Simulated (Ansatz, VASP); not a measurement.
# Be: VASP beside Ansatz

```
Be
1.0
     2.00873    0.00000    0.00000
     0.00000    2.00873    0.00000
     0.00000    0.00000    2.81716
Be
1
Direct
  0.50000 0.50000 0.00000
```

Alike in both runs: functional PBE; k mesh 10 × 10 × 6; occupations gaussian, width 0.1 eV; no spin polarisation.

Ansatz relaxed the structure, and its values are those at the end. VASP's run is a single point on that final structure, the one shown.

|  | VASP | Ansatz |
| --- | --- | --- |
| version | VASP 6.6.1 | Ansatz 0.2.0 |
| potentials or method | VASP PAW PBE potentials, release 64 (Be), cutoff 520 eV | scalar-relativistic, plane waves, PAW |
| valence electrons in the cell | 2 | 2 |

```csv
,VASP,Ansatz,Ansatz less VASP
gap on the k mesh at the Fermi level (eV),none,none,-
pressure (GPa),0.2,0.1,-0.08
```

A gap of «none» marks a metal or a gap that the smearing closes.

The k mesh is coarse, so the values compare programs but aren't converged.
